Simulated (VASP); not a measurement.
# Y in VASP: further runs

Runs on Y. Level: PBE. Tasks: single point.

All numbers are computed with VASP 6.6.1; they aren't measurements. Logs are shortened: lines on timing, memory, paths and dates and some standing lists are left out, and cuts for length are marked.

## Step 1: The cell of the first run

The typed cell holds 4 atoms: a = 3.580 Å, b = 6.200 Å, c = 6.200 Å, α = 109.46°, β = 90.01°, γ = 90.01°.

This isn't the form of Y at room conditions, which is hcp.

## Step 2: Single point, PBE

Input file INCAR:

```
SYSTEM = Y
ALGO = Fast
EDIFF = 1E-6
ENCUT = 520
GGA = PE
ISIF = 2
ISMEAR = 0
LASPH = .True.
LCHARG = .False.
LREAL = .False.
LWAVE = .False.
NBANDS = 30
NELM = 80
PREC = Accurate
SIGMA = 0.2
```

Input file KPOINTS:

```
k-points
0
Gamma
  6 4 4
  0 0 0
```

Input file POSCAR:

```
Y
1.0
    0.0000000000     -2.5311367328     -2.5316176098
    5.0618737249     -2.5311367328      2.5316176098
   -5.0618737249     -2.5311367328      2.5316176098
Y
4
Direct
    0.0000000000      0.0000000000      0.0000000000
    0.5000000000      1.0000000000      0.5000000000
    0.5000000000      0.5000000000      0.0000000000
    0.0000000000      0.5000000000      0.5000000000
```

Potentials or basis: VASP PAW PBE potentials, release 64 (Y_sv).

Command:

```
> cat potpaw_PBE.64/Y_sv/POTCAR > POTCAR
> mpirun -np 1 vasp_std > vasp.out
```

OUTCAR:

```text
SYSTEM = Y
   EDIFF = 1E-6
   ENCUT = 520
   GGA = PE
   ISIF = 2
   ISMEAR = 0
   LASPH = .True.
   LREAL = .False.
   NELM = 80
   PREC = Accurate

 ion  position               nearest neighbor table
   1  0.000  0.000  0.000-   2 3.58   3 3.58   2 3.58   3 3.58   2 3.58   3 3.58   2 3.58   3 3.58
                             4 3.58   4 3.58
   2  0.500  0.000  0.500-   1 3.58   4 3.58   1 3.58   4 3.58   1 3.58   4 3.58   1 3.58   4 3.58
                             3 3.58   3 3.58
   3  0.500  0.500  0.000-   1 3.58   4 3.58   4 3.58   1 3.58   1 3.58   4 3.58   4 3.58   1 3.58
                             2 3.58   2 3.58
   4  0.000  0.500  0.500-   2 3.58   3 3.58   3 3.58   2 3.58   2 3.58   3 3.58   3 3.58   2 3.58
                             1 3.58   1 3.58

  LATTYP: Found a base centered monoclinic cell.
 ALAT       =     7.1598158866
 B/A-ratio  =     1.4139675671
 C/A-ratio  =     0.5000000000
 COS(beta)  =    -0.0001899666

  Lattice vectors:

 A1 = (   5.0618737249,  -2.5311367328,   2.5316176098)
 A2 = (  -5.0618737249,  -2.5311367328,   2.5316176098)
 A3 = (   0.0000000000,  -2.5311367328,  -2.5316176098)

Analysis of symmetry for initial positions (statically):
=====================================================================
 Subroutine PRICEL returns following result:

  LATTYP: Found a face centered orthorhombic cell.
 ALAT       =     5.0618737249
 B/A-ratio  =     1.0000789709
 C/A-ratio  =     1.0002689705

  Lattice vectors:

 A1 = (   0.0000000000,   2.5311367328,  -2.5316176098)
 A2 = (  -2.5309368624,   0.0000000000,  -2.5316176098)
 A3 = (  -2.5309368625,   2.5311367328,   0.0000000000)

   4 primitive cells build up your supercell.

 Routine SETGRP: Setting up the symmetry group for a
 base centered monoclinic supercell.

 Subroutine GETGRP returns: Found  4 space group operations
 (whereof  4 operations were pure point group operations)
 out of a pool of  4 trial point group operations.

The static configuration has the point symmetry C_2h.

Analysis of symmetry for dynamics (positions and initial velocities):
=====================================================================
 Subroutine PRICEL returns following result:

  LATTYP: Found a face centered orthorhombic cell.
 ALAT       =     5.0618737249
 B/A-ratio  =     1.0000789709
 C/A-ratio  =     1.0002689705

  Lattice vectors:

 A1 = (   0.0000000000,   2.5311367328,  -2.5316176098)
 A2 = (  -2.5309368624,   0.0000000000,  -2.5316176098)
 A3 = (  -2.5309368625,   2.5311367328,   0.0000000000)

   4 primitive cells build up your supercell.

 Routine SETGRP: Setting up the symmetry group for a
 base centered monoclinic supercell.

 Subroutine GETGRP returns: Found  4 space group operations
 (whereof  4 operations were pure point group operations)
 out of a pool of  4 trial point group operations.

The dynamic configuration has the point symmetry C_2h.

 Subroutine INISYM returns: Found  4 space group operations
 (whereof  4 operations are pure point group operations),
 and found     4 'primitive' translations

----------------------------------------------------------------------------------------

                                     Primitive cell

  volume of cell :      32.4358

  direct lattice vectors                    reciprocal lattice vectors
     0.000000000  2.531136733 -2.531617610     0.197555303  0.197539704 -0.197502181
    -2.530936862  0.000000000 -2.531617610    -0.197555303 -0.197539704 -0.197502181
    -2.530936862  2.531136733  0.000000000    -0.197555303  0.197539704  0.197502181

  length of vectors
     3.579907943  3.579766630  3.579426569     0.342136148  0.342136148  0.342136148

  position of ions in fractional coordinates (direct lattice)
     0.000000000  0.000000000  0.000000000

  ion indices of the primitive-cell ions
   primitive index   ion index
                 1           1

----------------------------------------------------------------------------------------

 KPOINTS: k-points

Automatic generation of k-mesh.
 Grid dimensions read from file:
 generate k-points for:    6    4    4

 Generating k-lattice:

  Cartesian coordinates                     Fractional coordinates (reciprocal lattice)
     0.000000000 -0.032923284 -0.032917030     0.166666667  0.000000000  0.000000000
     0.024694413 -0.024692463  0.024687773     0.000000000  0.250000000  0.000000000
    -0.024694413 -0.024692463  0.024687773     0.000000000  0.000000000  0.250000000

  Length of vectors
     0.046556133  0.042767019  0.042767019

  Shift w.r.t. Gamma in fractional coordinates (k-lattice)
     0.000000000  0.000000000  0.000000000

 Subroutine IBZKPT returns following result:
 ===========================================

 Found     34 irreducible k-points:

 Following reciprocal coordinates:
            Coordinates               Weight
  0.000000  0.000000  0.000000      1.000000
  0.166667  0.000000  0.000000      2.000000
  0.333333  0.000000  0.000000      2.000000
  0.500000  0.000000  0.000000      1.000000
 -0.000000  0.250000  0.000000      4.000000
  0.166667  0.250000  0.000000      4.000000
[... 16 lines left out ...]
  0.333333  0.500000  0.250000      4.000000
  0.500000  0.500000  0.250000      4.000000
 [... further k-points ...]
   k-points           NKPTS =     34   k-points in BZ     NKDIM =     34   number of bands    NBANDS=     30
   number of dos      NEDOS =    301   number of ions     NIONS =      4
   total plane-waves  NPLWV =  64512
   dimension x,y,z NGX =    28 NGY =   48 NGZ =   48
   dimension x,y,z NGXF=    56 NGYF=   96 NGZF=   96
   ions per type =               4
   NGX,Y,Z   is equivalent  to a cutoff of  13.00, 12.87, 12.87 a.u.
   NGXF,Y,Z  is equivalent  to a cutoff of  26.01, 25.74, 25.74 a.u.
 SYSTEM =  Y
   PREC   = accura    normal or accurate (medium, high low for compatibility)
   ISTART =      0    job   : 0-new  1-cont  2-samecut
   ICHARG =      2    charge: 1-file 2-atom 10-const
   ISPIN  =      1    spin polarized calculation?
   LNONCOLLINEAR =      F non collinear calculations
   LSORBIT =      F    spin-orbit coupling
   LASPH  =      T    aspherical Exc in radial PAW
   ENCUT  =  520.0 eV  38.22 Ry    6.18 a.u.   6.66 11.53 11.53*2*pi/ulx,y,z
   NELM   =     80;   NELMIN=  2; NELMDL= -5     # of ELM steps
   EDIFF  = 0.1E-05   stopping-criterion for ELM
   LREAL  =      F    real-space projection
   EDIFFG = 0.1E-04   stopping-criterion for IOM
   NSW    =      0    number of steps for IOM
   IBRION =     -1    ionic relax: 0-MD 1-quasi-New 2-CG
   NFREE  =      0    steps in history (QN), initial steepest desc. (CG)
   ISIF   =      2    stress and relaxation
   ISYM   =      2    0-nonsym 1-usesym 2-fastsym
   POTIM  = 0.5000    time-step for ionic-motion
   TEBEG  =    0.0;   TEEND  =   0.0 temperature during run
   PSTRESS=    0.0 pullay stress
   NELECT =      44.0000    total number of electrons
   NUPDOWN=      -1.0000    fix difference up-down
   EMIN   =  10.00;   EMAX   =-10.00  energy-range for DOS
   EFERMI =   0.00;   METHOD = LEGACY
   ISMEAR =     0;   SIGMA  =   0.20  broadening in eV -4-tet -1-fermi 0-gaus
   EFERMI_NEDOS =   21; number of points for ismear=-14 and -15
   IALGO  =     68    algorithm
   IMIX   =      4    mixing-type and parameters
     AMIX     =   0.40;   BMIX     =  1.00
     AMIX_MAG =   1.60;   BMIX_MAG =  1.00
  volume/ion in A,a.u.               =      32.44       218.89
  Fermi-wavevector in a.u.,A,eV,Ry     =   1.141644  2.157394 17.733169  1.303351
  Thomas-Fermi vector in A             =   2.278344
   LORBIT       =      0    0 simple, 1 ext, 2 COOP (PROOUT), +10 PAW based schemes
   GGA     = PE    functional components
   LHFCALC =     F    Hartree Fock is set to
   AEXX    =    0.0000 exact exchange contribution
   IVDW    =     0    specifies the selected vdW correction
   LEPSILON=     F    determine dielectric tensor
   LRPA    =     F    only Hartree local field effects (RPA)
 non-spin polarized calculation
 RMM-DIIS sequential band-by-band and
 Gauss-broadening in eV      SIGMA  =   0.20
  energy-cutoff  :      520.00
  volume of cell :      129.74
 maximum number of plane-waves:      3528
 NGX is ok and might be reduce to    28

 number of electron      44.0000001 magnetization

 Free energy of the ion-electron system (eV)
  ---------------------------------------------------
  ext. energy  EPLUGINS =         0.00000000
  ---------------------------------------------------
  free energy    TOTEN  =       -25.70623827 eV

  energy without entropy =      -25.58126797  energy(sigma->0) =      -25.64375312

 E-fermi :   3.1194     XC(G=0):  -9.4724

 val. band max:        3.0791534061   @ k =   0.1667   0.5000   0.2500
 cond. band min:       3.1302956528   @ k =   0.3333   0.5000   0.0000
 fundamental gap:      0.0511422468
 Fermi energy:         3.1193660681

 k-point     1 :       0.0000    0.0000    0.0000
  band No.  band energies     occupation
      1     -39.5578      2.00000
      2     -39.4917      2.00000
      3     -39.4917      2.00000
      4     -39.4701      2.00000
      5     -19.8249      2.00000
      6     -19.8249      2.00000
[... 22 lines left out ...]
     29       4.9062      0.00000
     30       5.0818      0.00000

 k-point     2 :       0.1667    0.0000    0.0000
  band No.  band energies     occupation
      1     -39.5465      2.00000
      2     -39.4863      2.00000
      3     -39.4863      2.00000
      4     -39.4705      2.00000
      5     -19.7878      2.00000
      6     -19.7878      2.00000
[... 22 lines left out ...]
     29       5.1191      0.00000
     30       5.1316      0.00000

 k-point     3 :       0.3333    0.0000    0.0000
  band No.  band energies     occupation
      1     -39.5194      2.00000
      2     -39.4755      2.00000
      3     -39.4755      2.00000
      4     -39.4755      2.00000
      5     -19.6956      2.00000
      6     -19.6956      2.00000
[... 22 lines left out ...]
     29       5.7593      0.00000
     30       5.8935      0.00000

 k-point     4 :       0.5000    0.0000    0.0000
  band No.  band energies     occupation
      1     -39.4919      2.00000
      2     -39.4919      2.00000
      3     -39.4700      2.00000
      4     -39.4700      2.00000
      5     -19.6661      2.00000
      6     -19.6661      2.00000
[... 22 lines left out ...]
     29       5.7158      0.00000
     30       5.7331      0.00000

 k-point     5 :      -0.0000    0.2500    0.0000
  band No.  band energies     occupation
      1     -39.5482      2.00000
      2     -39.5015      2.00000
      3     -39.4886      2.00000
      4     -39.4733      2.00000
      5     -19.7897      2.00000
      6     -19.7516      2.00000
[... 22 lines left out ...]
     29       5.0679      0.00000
     30       5.0683      0.00000
[... 526 lines left out ...]
     29       5.3724      0.00000
     30       5.4496      0.00000

 k-point    22 :       0.1667    0.5000    0.2500
  band No.  band energies     occupation
      1     -39.5187      2.00000
      2     -39.5032      2.00000
      3     -39.4918      2.00000
      4     -39.4762      2.00000
      5     -19.6951      2.00000
      6     -19.6679      2.00000
[... 22 lines left out ...]
     29       5.6522      0.00000
     30       5.8209      0.00000

 k-point    23 :       0.3333    0.5000    0.2500
  band No.  band energies     occupation
      1     -39.5019      2.00000
      2     -39.4866      2.00000
      3     -39.4864      2.00000
      4     -39.4710      2.00000
      5     -19.7490      2.00000
      6     -19.7143      2.00000
[... 22 lines left out ...]
     29       5.1663      0.00000
     30       5.3798      0.00000

 k-point    24 :       0.5000    0.5000    0.2500
  band No.  band energies     occupation
      1     -39.4886      2.00000
      2     -39.4886      2.00000
      3     -39.4734      2.00000
      4     -39.4733      2.00000
      5     -19.7908      2.00000
      6     -19.7908      2.00000
[... 22 lines left out ...]
     29       5.0680      0.00000
     30       5.0693      0.00000

 [... further k-points ...]

------------------------ aborting loop because EDIFF is reached ----------------------------------------

  FORCE on cell =-STRESS in cart. coord.  units (eV):
  Direction    XX          YY          ZZ          XY          YZ          ZX
  --------------------------------------------------------------------------------------
  -------------------------------------------------------------------------------------
  Total       -0.0798372      0.0028443     -0.0013667      0.0000000     -0.0486109      0.0000000
  in kB       -0.9858948      0.0351236     -0.0168774      0.0000000     -0.6002876      0.0000000
  external PRESSURE =      -0.3225495 kB  Pullay stress =       0.0000000 kB

 VOLUME and BASIS-vectors are now :
 -----------------------------------------------------------------------------
  energy-cutoff  :      520.00
  volume of cell :      129.74
      direct lattice vectors                 reciprocal lattice vectors
     0.000000000 -2.531136733 -2.531617610     0.000000000 -0.197539704 -0.197502181
     5.061873725 -2.531136733  2.531617610     0.098777652 -0.098769852  0.098751091
    -5.061873725 -2.531136733  2.531617610    -0.098777652 -0.098769852  0.098751091

 POSITION                                       TOTAL-FORCE (eV/Angst)
 -----------------------------------------------------------------------------------
      0.00000      0.00000      0.00000        -0.000000     -0.000000      0.000000
     -2.53094     -2.53114      0.00000         0.000000      0.000000     -0.000000
      2.53094     -2.53114      0.00000         0.000000     -0.000000     -0.000000
      0.00000     -2.53114      2.53162        -0.000000      0.000000      0.000000
 -----------------------------------------------------------------------------------
    total drift:                               -0.000000     -0.000000      0.000000

  FREE ENERGIE OF THE ION-ELECTRON SYSTEM (eV)
  ---------------------------------------------------
  free  energy   TOTEN  =       -25.7062382745 eV

  energy  without entropy=      -25.5812679743  energy(sigma->0) =      -25.64375312
```

It took 1.9 min on 1 thread of Intel Xeon 6975P-C (Granite Rapids), shared host; peak memory 0.3 GiB.

What came out:

```yaml
Free_energy: -25.7062 eV
Pressure: 0.0 GPa
Band_gap_on_the_k_mesh: zero (bands 22 and 23 overlap by 1.09 eV)
```

## Step 3: Single point, PBE

This run uses another cell than the first one, of 32.51 Å³/atom.

Input file INCAR:

```
PREC = Accurate
ENCUT = 520
EDIFF = 1E-7
ISMEAR = 0
SIGMA = 0.2
LREAL = False
LASPH = True
NELM = 80
ALGO = Fast
ISIF = 2
LWAVE = False
LCHARG = False
GGA = PE
NBANDS = 30
```

Input file KPOINTS:

```
regular mesh
0
Gamma
  6 4 4
```

Input file POSCAR:

```
Y
1.0
   -0.0001563781     -2.5386476871     -2.5186138535
    5.0738664371     -2.5434695087      2.5231911421
   -5.0741367197     -2.5441693317      2.5237020237
Y
4
Direct
    0.0001255437     -0.0000490075      0.0001064098
    0.5010439417      1.0000374165      0.5000343444
    0.4987299068      0.5001657055     -0.0001603312
    0.0001006079      0.4998458855      0.5000195769
```

Potentials or basis: VASP PAW PBE potentials, release 64 (Y_sv).

Command:

```
> cat potpaw_PBE.64/Y_sv/POTCAR > POTCAR
> mpirun -np 1 vasp_std > vasp.out
```

Run time: 3.6 min. Hardware: 1 thread of Intel Xeon 6975P-C (Granite Rapids), shared host; peak memory 0.35 GiB.

The run converged. Its results:

```yaml
Free_energy: -25.7056 eV
Pressure: -0.1 GPa
Largest_force: 0.011 eV/Å
Band_gap_on_the_k_mesh: zero (bands 22 and 23 overlap by 1.07 eV)
```

Forces on the atoms (eV/Å):
```
Y    0.004  0.001  0.002
Y   -0.002  0.004  0.002
Y   -0.006 -0.006 -0.007
Y    0.004  0.001  0.002
```

Stress tensor (GPa, compression positive):
```
-0.22  0.00  0.00
 0.00 -0.17  0.01
 0.00  0.01  0.05
```

Levels at points of the mesh, in eV from the Fermi level:
```tsv
k point	band 19	band 20	band 21	band 22	band 23	band 24	band 25	band 26
(0.00, 0.00, 0.00)	-1.98	-1.75	-0.87	0.61	0.61	1.58	1.58	1.66
(0.50, 0.00, 0.00)	-0.76	-0.76	0.23	0.23	0.28	0.28	0.31	0.31
(0.00, 0.50, 0.00)	-1.26	-1.26	-0.30	-0.30	0.71	0.71	0.86	0.86
(0.50, 0.50, 0.00)	-1.25	-1.24	-0.31	-0.30	-0.30	-0.29	0.85	0.86
(0.00, 0.00, 0.50)	-1.26	-1.26	-0.30	-0.30	0.71	0.71	0.86	0.87
(0.50, 0.00, 0.50)	-1.25	-1.24	-0.31	-0.31	-0.30	-0.29	0.85	0.86
(0.00, 0.50, 0.50)	-1.62	-1.62	0.17	0.17	0.31	0.32	0.62	0.62
(0.50, 0.50, 0.50)	-1.76	-1.75	-0.89	-0.87	0.62	0.62	1.58	1.58
```

## Step 4: Single point, PBE

This run uses another cell than the first one: it holds 1 atom, not 4.

Input file INCAR:

```
SYSTEM = Y
PREC = Accurate
ENCUT = 520
EDIFF = 1E-7
ISMEAR = 0
SIGMA = 0.1
LREAL = .False.
LASPH = .True.
NELM = 60
ALGO = Fast
ISIF = 2
LWAVE = .False.
LCHARG = .False.
GGA = PE
NBANDS = 12
```

Input file KPOINTS:

```
Automatic mesh
0
Gamma
  20 20 20
  0 0 0
```

Input file POSCAR:

```
Y
1.0
    0.0000000000      2.5311367328      2.5316176098
    2.5309368625      0.0000000000      2.5316176098
    2.5309368625      2.5311367328      0.0000000000
Y
1
Direct
    0.0000000000      0.0000000000      0.0000000000
```

Command:

```
> cat potpaw_PBE.64/Y_sv/POTCAR > POTCAR
> mpirun -np 1 vasp_std > vasp.out
```

Wall time 5 min (1 thread of Intel Xeon 6975P-C (Granite Rapids), shared host); peak memory 0.59 GiB.

Results (log left out):

```yaml
Free_energy: -6.4111 eV
Pressure: -0.1 GPa
Band_gap_on_the_k_mesh: zero (an odd number of electrons rules out a gap without spin polarisation)
```

Levels at points of the mesh, in eV from the Fermi level:
```tsv
k point	band 2	band 3	band 4	band 5	band 6	band 7	band 8	band 9	band 10	band 11
(0.00, 0.00, 0.00)	-22.37	-22.37	-22.37	-4.76	1.79	1.79	1.79	3.80	3.80	8.98
(0.50, 0.00, 0.00)	-22.94	-22.44	-22.44	-1.98	0.62	1.62	1.62	5.26	5.26	7.78
(0.50, 0.50, 0.00)	-22.90	-22.57	-22.57	-1.75	-0.88	2.09	5.27	5.67	5.67	7.81
(0.50, 0.00, 0.50)	-22.90	-22.57	-22.57	-1.75	-0.88	2.09	5.27	5.67	5.67	7.80
(0.00, 0.50, 0.50)	-22.90	-22.57	-22.57	-1.75	-0.88	2.09	5.27	5.67	5.67	7.80
```

## Step 5: The runs side by side

| cell | k mesh | smearing | further INCAR settings | gap on the mesh (eV) | pressure (GPa) |
| --- | --- | --- | --- | --- | --- |
| a = 3.580, b = 6.200, c = 6.200 Å, angles 109.5, 90.0, 90.0°, 4 atoms, atomic positions A | 6 × 4 × 4 | gaussian 0.2 eV | ALGO = Fast; EDIFF = 1e-06; NBANDS = 30 | none | 0.0 |
| a = 3.576, b = 6.211, c = 6.212 Å, angles 109.5, 89.7, 89.7°, 4 atoms, atomic positions B | 6 × 4 × 4 | gaussian 0.2 eV | ALGO = Fast; EDIFF = 1e-07; NBANDS = 30 | none | -0.1 |
| a = 3.580 Å, angles 60.0°, 1 atom, atomic positions C | 20 × 20 × 20 | gaussian 0.1 eV | ALGO = Fast; EDIFF = 1e-07; NBANDS = 12 | none | -0.1 |

Alike in all rows: task single point; level PBE; potentials or basis VASP PAW PBE potentials, release 64 (Y_sv); no spin polarisation; cutoff (eV) 520.

Absolute energies hang on the potentials; compare differences alone.

The gap in the log of VASP goes by the Fermi energy; the results here count the filled bands.